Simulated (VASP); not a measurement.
# Al in VASP: single point with LDA

Aim: the single point of Al with LDA.

All numbers are computed with VASP 6.6.1; they aren't measurements. Logs are shortened: lines on timing, memory, paths and dates and some standing lists are left out, and cuts for length are marked.

## (1) The cell of the first run

The cell holds a slab with vacuum, 5 atoms: a = 2.817 Å, b = 3.984 Å, c = 21.634 Å, α = 90.00°, β = 90.00°, γ = 90.00°.

## (2) Single point, LDA

POSCAR

```
Al
1.0
    2.8168008949      0.0000000000      0.0000000000
    0.0000000000      3.9835580280      0.0000000000
    0.0000000000      0.0000000000     21.6336000000
Al
5
Direct
    0.0000000000      0.0000000000      0.3697950923
    0.5000000000      0.5000000000      0.4348975459
    0.0000000000      0.0000000000      0.5000000000
    0.5000000000      0.5000000000      0.5651024541
    0.0000000000      0.0000000000      0.6302049077
```

INCAR.step1

```
SYSTEM = Al
PREC = Accurate ; ENCUT = 400
EDIFF = 1E-6 ; ISMEAR = -1
SIGMA = 0.05 ; LREAL = .FALSE.
LASPH = .TRUE. ; NELM = 120
ALGO = Normal ; ISIF = 2
LWAVE = .FALSE. ; LCHARG = .TRUE.
LDIPOL = .TRUE. ; IDIPOL = 3
DIPOL = 0.5 0.5 0.500 ; NBANDS = 16
GGA_COMPAT = .FALSE. ; NEDOS = 2001
LORBIT = 11 ; NELMDL = -8
```

KPOINTS.step1

```
Automatic mesh
0
G
  13 9 1
  0 0 0
```

INCAR.step2

```
SYSTEM = Al
PREC = Accurate ; ENCUT = 400
EDIFF = 1E-6 ; ISMEAR = -5
SIGMA = 0.05 ; LREAL = .FALSE.
LASPH = .TRUE. ; NELM = 120
ALGO = Normal ; ISIF = 2
LWAVE = .FALSE. ; LCHARG = .FALSE.
LDIPOL = .TRUE. ; IDIPOL = 3
DIPOL = 0.5 0.5 0.500 ; LORBIT = 11
NBANDS = 16 ; NEDOS = 1001
ICHARG = 11 ; GGA_COMPAT = .FALSE.
NELMDL = -8
```

KPOINTS.step2

```
Automatic mesh
0
G
  20 14 1
  0 0 0
```

Potentials or basis: VASP PAW LDA potentials, release 64 (Al).

Run with:

```bash
$ cat potpaw_LDA.64/Al/POTCAR > POTCAR
$ cp INCAR.step1 INCAR
$ cp KPOINTS.step1 KPOINTS
$ mpirun -np 1 vasp_std > vasp.out
$ cp INCAR.step2 INCAR
$ cp KPOINTS.step2 KPOINTS
$ mpirun -np 1 vasp_std > vasp.out
```

OUTCAR:

```text
SYSTEM = Al
   PREC = Accurate
   ENCUT = 400
   EDIFF = 1E-6
   ISMEAR = -5
   LREAL = .FALSE.
   LASPH = .TRUE.
   NELM = 120
   ISIF = 2
   LORBIT = 11
   ICHARG = 11
   NELMDL = -8

 ion  position               nearest neighbor table
   1  0.000  0.000  0.370-   3 2.82   2 2.82   2 2.82   2 2.82   2 2.82
   2  0.500  0.500  0.435-   1 2.82   1 2.82   1 2.82   1 2.82   3 2.82   3 2.82   3 2.82   3 2.82
                             4 2.82
   3  0.000  0.000  0.500-   1 2.82   5 2.82   4 2.82   2 2.82   2 2.82   4 2.82   2 2.82   4 2.82
                             2 2.82   4 2.82
   4  0.500  0.500  0.565-   5 2.82   5 2.82   5 2.82   5 2.82   3 2.82   3 2.82   3 2.82   3 2.82
                             2 2.82
   5  0.000  0.000  0.630-   3 2.82   4 2.82   4 2.82   4 2.82   4 2.82

  LATTYP: Found a simple orthorhombic cell.
 ALAT       =     2.8168008949
 B/A-ratio  =     1.4142135623
 C/A-ratio  =     7.6802020474

  Lattice vectors:

 A1 = (   2.8168008949,   0.0000000000,   0.0000000000)
 A2 = (   0.0000000000,   3.9835580280,   0.0000000000)
 A3 = (   0.0000000000,   0.0000000000,  21.6336000000)

Analysis of symmetry for initial positions (statically):
=====================================================================
 Subroutine PRICEL returns:
 Original cell was already a primitive cell.

 Routine SETGRP: Setting up the symmetry group for a
 simple orthorhombic supercell.

 Subroutine GETGRP returns: Found  8 space group operations
 (whereof  8 operations were pure point group operations)
 out of a pool of  8 trial point group operations.

The static configuration has the point symmetry D_2h.

Analysis of symmetry for dynamics (positions and initial velocities):
=====================================================================
 Subroutine PRICEL returns:
 Original cell was already a primitive cell.

 Routine SETGRP: Setting up the symmetry group for a
 simple orthorhombic supercell.

 Subroutine GETGRP returns: Found  8 space group operations
 (whereof  8 operations were pure point group operations)
 out of a pool of  8 trial point group operations.

The dynamic configuration has the point symmetry D_2h.

 Subroutine INISYM returns: Found  8 space group operations
 (whereof  8 operations are pure point group operations),
 and found     1 'primitive' translations

----------------------------------------------------------------------------------------

                                     Primitive cell

  volume of cell :     242.7482

  direct lattice vectors                    reciprocal lattice vectors
     2.816800895  0.000000000  0.000000000     0.355012668  0.000000000  0.000000000
     0.000000000  3.983558028  0.000000000     0.000000000  0.251031865  0.000000000
     0.000000000  0.000000000 21.633600000     0.000000000  0.000000000  0.046224392

  length of vectors
     2.816800895  3.983558028 21.633600000     0.355012668  0.251031865  0.046224392

  position of ions in fractional coordinates (direct lattice)
     0.000000000  0.000000000  0.369795092
     0.500000000  0.500000000  0.434897546
     0.000000000  0.000000000  0.500000000
     0.500000000  0.500000000  0.565102454
     0.000000000  0.000000000  0.630204908

  ion indices of the primitive-cell ions
   primitive index   ion index
                 1           1
                 2           2
                 3           3
                 4           4
                 5           5

----------------------------------------------------------------------------------------

 KPOINTS: Automatic mesh

Automatic generation of k-mesh.
 Grid dimensions read from file:
 generate k-points for:   20   14    1

 Generating k-lattice:

  Cartesian coordinates                     Fractional coordinates (reciprocal lattice)
     0.017750633  0.000000000  0.000000000     0.050000000  0.000000000  0.000000000
     0.000000000  0.017930847  0.000000000     0.000000000  0.071428571  0.000000000
     0.000000000  0.000000000  0.046224392     0.000000000  0.000000000  1.000000000

  Length of vectors
     0.017750633  0.017930847  0.046224392

  Shift w.r.t. Gamma in fractional coordinates (k-lattice)
     0.000000000  0.000000000  0.000000000

 TETIRR: Found    840 inequivalent tetrahedra from     1680

 Subroutine IBZKPT returns following result:
 ===========================================

 Found     88 irreducible k-points:

 Following reciprocal coordinates:
            Coordinates               Weight
  0.000000  0.000000  0.000000      1.000000
  0.050000  0.000000  0.000000      2.000000
  0.100000  0.000000  0.000000      2.000000
  0.150000  0.000000  0.000000      2.000000
  0.200000  0.000000  0.000000      2.000000
  0.250000  0.000000  0.000000      2.000000
[... 16 lines left out ...]
  0.000000  0.142857  0.000000      2.000000
  0.050000  0.142857  0.000000      4.000000
 [... further k-points ...]
   k-points           NKPTS =     88   k-points in BZ     NKDIM =     88   number of bands    NBANDS=     16
   number of dos      NEDOS =   1001   number of ions     NIONS =      5
   total plane-waves  NPLWV =  72576
   dimension x,y,z NGX =    18 NGY =   28 NGZ =  144
   dimension x,y,z NGXF=    36 NGYF=   56 NGZF=  288
   ions per type =               5
   NGX,Y,Z   is equivalent  to a cutoff of  10.62, 11.69, 11.07 a.u.
   NGXF,Y,Z  is equivalent  to a cutoff of  21.25, 23.37, 22.13 a.u.
 SYSTEM =  Al
   PREC   = accura    normal or accurate (medium, high low for compatibility)
   ISTART =      0    job   : 0-new  1-cont  2-samecut
   ICHARG =     11    charge: 1-file 2-atom 10-const
   ISPIN  =      1    spin polarized calculation?
   LNONCOLLINEAR =      F non collinear calculations
   LSORBIT =      F    spin-orbit coupling
   LASPH  =      T    aspherical Exc in radial PAW
   ENCUT  =  400.0 eV  29.40 Ry    5.42 a.u.   4.59  6.50 35.28*2*pi/ulx,y,z
   NELM   =    120;   NELMIN=  2; NELMDL= -8     # of ELM steps
   EDIFF  = 0.1E-05   stopping-criterion for ELM
   LREAL  =      F    real-space projection
   EDIFFG = 0.1E-04   stopping-criterion for IOM
   NSW    =      0    number of steps for IOM
   IBRION =     -1    ionic relax: 0-MD 1-quasi-New 2-CG
   NFREE  =      0    steps in history (QN), initial steepest desc. (CG)
   ISIF   =      2    stress and relaxation
   ISYM   =      2    0-nonsym 1-usesym 2-fastsym
   POTIM  = 0.5000    time-step for ionic-motion
   TEBEG  =    0.0;   TEEND  =   0.0 temperature during run
   PSTRESS=    0.0 pullay stress
   NELECT =      15.0000    total number of electrons
   NUPDOWN=      -1.0000    fix difference up-down
   EMIN   =  10.00;   EMAX   =-10.00  energy-range for DOS
   EFERMI =   0.00;   METHOD = LEGACY
   ISMEAR =    -5;   SIGMA  =   0.05  broadening in eV -4-tet -1-fermi 0-gaus
   EFERMI_NEDOS =   21; number of points for ismear=-14 and -15
   IALGO  =     38    algorithm
   IMIX   =      4    mixing-type and parameters
     AMIX     =   0.40;   BMIX     =  1.00
     AMIX_MAG =   1.60;   BMIX_MAG =  1.00
  volume/ion in A,a.u.               =      48.55       327.63
  Fermi-wavevector in a.u.,A,eV,Ry     =   0.647222  1.223072  5.699429  0.418896
  Thomas-Fermi vector in A             =   1.715460
   LORBIT       =     11    0 simple, 1 ext, 2 COOP (PROOUT), +10 PAW based schemes
   GGA     = CA    functional components
   LHFCALC =     F    Hartree Fock is set to
   AEXX    =    0.0000 exact exchange contribution
   IVDW    =     0    specifies the selected vdW correction
   LEPSILON=     F    determine dielectric tensor
   LRPA    =     F    only Hartree local field effects (RPA)
 non-spin polarized calculation
 Fermi weights with tetrahedron method with Bloechl corrections
  energy-cutoff  :      400.00
  volume of cell :      242.75
 maximum number of plane-waves:      4460

 number of electron      15.0000000 magnetization

 dipolmoment           0.000000      0.000000      0.000000 electrons x Angstroem

 Free energy of the ion-electron system (eV)
  ---------------------------------------------------
  ext. energy  EPLUGINS =         0.00000000
  ---------------------------------------------------
  free energy    TOTEN  =       -19.33233219 eV

  energy without entropy =      -19.33233219  energy(sigma->0) =      -19.33233219

 E-fermi :   0.0497     XC(G=0):  -4.4481

 val. band max:        0.2053359220   @ k =   0.2500   0.0000   0.0000
 cond. band min:       0.0337340228   @ k =   0.3500   0.3571   0.0000
 fundamental gap:     -0.1716018992
 Fermi energy:         0.0497401529

 k-point     1 :       0.0000    0.0000    0.0000
  band No.  band energies     occupation
      1     -10.7959      2.00000
      2      -9.0134      2.00000
      3      -6.4397      2.00000
      4      -3.5909      2.00000
      5      -2.4472      2.00000
      6      -1.0022      2.00000
[... 8 lines left out ...]
     15       4.7198      0.00000
     16       4.8476      0.00000

 k-point     2 :       0.0500    0.0000    0.0000
  band No.  band energies     occupation
      1     -10.7495      2.00000
      2      -8.9674      2.00000
      3      -6.3943      2.00000
      4      -3.5465      2.00000
      5      -2.4049      2.00000
      6      -0.9607      2.00000
[... 8 lines left out ...]
     15       4.6372      0.00000
     16       4.8900      0.00000

 k-point     3 :       0.1000    0.0000    0.0000
  band No.  band energies     occupation
      1     -10.6105      2.00000
      2      -8.8296      2.00000
      3      -6.2580      2.00000
      4      -3.4134      2.00000
      5      -2.2780      2.00000
      6      -0.8395      2.00000
[... 8 lines left out ...]
     15       4.5374      0.00000
     16       5.0216      0.00000

 k-point     4 :       0.1500    0.0000    0.0000
  band No.  band energies     occupation
      1     -10.3791      2.00000
      2      -8.6002      2.00000
      3      -6.0312      2.00000
      4      -3.1928      2.00000
      5      -2.0665      2.00000
      6      -0.6556      2.00000
[... 8 lines left out ...]
     15       4.3330      0.00000
     16       4.8057      0.00000
[... 324 lines left out ...]
 k-point    22 :       0.5000    0.0714    0.0000
  band No.  band energies     occupation
      1      -6.2447      2.00000
      2      -6.1468      2.00000
      3      -4.6742      2.00000
      4      -4.2274      2.00000
      5      -2.2696      2.00000
      6      -1.5180      2.00000
[... 8 lines left out ...]
     15       4.0553      0.00000
     16       4.2120      0.00000

 k-point    23 :       0.0000    0.1429    0.0000
  band No.  band energies     occupation
      1     -10.6073      2.00000
      2      -8.8293      2.00000
      3      -6.2729      2.00000
      4      -4.1540      2.00000
      5      -3.4893      2.00000
      6      -2.3345      2.00000
[... 8 lines left out ...]
     15       4.8351      0.00000
     16       5.5556      0.00000

 k-point    24 :       0.0500    0.1429    0.0000
  band No.  band energies     occupation
      1     -10.5610      2.00000
      2      -8.7833      2.00000
      3      -6.2275      2.00000
      4      -4.1102      2.00000
      5      -3.4447      2.00000
      6      -2.2912      2.00000
[... 8 lines left out ...]
     15       4.7856      0.00000
     16       5.3555      0.00000

 [... further k-points ...]

------------------------ aborting loop because EDIFF is reached ----------------------------------------

 vacuum level on the upper side and lower side of the slab       (xc-potential included)        -0.079        -0.079

  FORCE on cell =-STRESS in cart. coord.  units (eV):
  Direction    XX          YY          ZZ          XY          YZ          ZX
  --------------------------------------------------------------------------------------
  -------------------------------------------------------------------------------------
  Total       -2.0569838     -0.9878121     -1.4538529      0.0000000      0.0000000      0.0000000
  in kB      -13.5764230     -6.5197185     -9.5956623      0.0000000      0.0000000      0.0000000
  external PRESSURE =      -9.8972679 kB  Pullay stress =       0.0000000 kB

 VOLUME and BASIS-vectors are now :
 -----------------------------------------------------------------------------
  energy-cutoff  :      400.00
  volume of cell :      242.75
      direct lattice vectors                 reciprocal lattice vectors
     2.816800895  0.000000000  0.000000000     0.355012668  0.000000000  0.000000000
     0.000000000  3.983558028  0.000000000     0.000000000  0.251031865  0.000000000
     0.000000000  0.000000000 21.633600000     0.000000000  0.000000000  0.046224392

 POSITION                                       TOTAL-FORCE (eV/Angst)
 -----------------------------------------------------------------------------------
      0.00000      0.00000      8.00000         0.000000      0.000000      0.314540
      1.40840      1.99178      9.40840         0.000000     -0.000000     -0.129853
      0.00000      0.00000     10.81680         0.000000     -0.000000     -0.000000
      1.40840      1.99178     12.22520         0.000000     -0.000000      0.129853
      0.00000      0.00000     13.63360         0.000000      0.000000     -0.314540
 -----------------------------------------------------------------------------------
    total drift:                               -0.000000     -0.000000      0.000000

  FREE ENERGIE OF THE ION-ELECTRON SYSTEM (eV)
  ---------------------------------------------------
  free  energy   TOTEN  =       -19.3323321868 eV

  energy  without entropy=      -19.3323321868  energy(sigma->0) =      -19.33233219

 vacuum level on the upper side and lower side of the slab         4.044         4.044

 total charge

# of ion       s       p       d       tot
------------------------------------------
    1        0.488   0.298   0.000   0.786
    2        0.444   0.354   0.000   0.798
    3        0.437   0.368   0.000   0.805
    4        0.444   0.354   0.000   0.798
    5        0.488   0.298   0.000   0.786
--------------------------------------------------
tot          2.300   1.673   0.000   3.973
```

Wall time 3.3 min (1 thread of Oxide Virtual Turin-like, shared host); peak memory 0.26 GiB.

Results:

- Valence electrons inside the program's atomic spheres: Al 0.79, 0.80, 0.81 (each value once)

Levels at points of the mesh, in eV from the Fermi level:
```csv
k point,band 4,band 5,band 6,band 7,band 8,band 9,band 10,band 11
"(0.00, 0.00, 0.00)",-3.64,-2.50,-1.05,-0.94,-0.82,0.78,1.72,1.86
"(0.50, 0.00, 0.00)",-4.32,-2.36,-1.61,0.49,1.27,1.70,1.80,3.10
"(0.00, 0.50, 0.00)",-6.45,-4.74,-3.65,-2.19,-0.18,0.68,2.73,3.60
"(0.50, 0.50, 0.00)",-3.77,-2.71,-2.65,-2.52,-1.33,-0.85,0.38,0.66
```
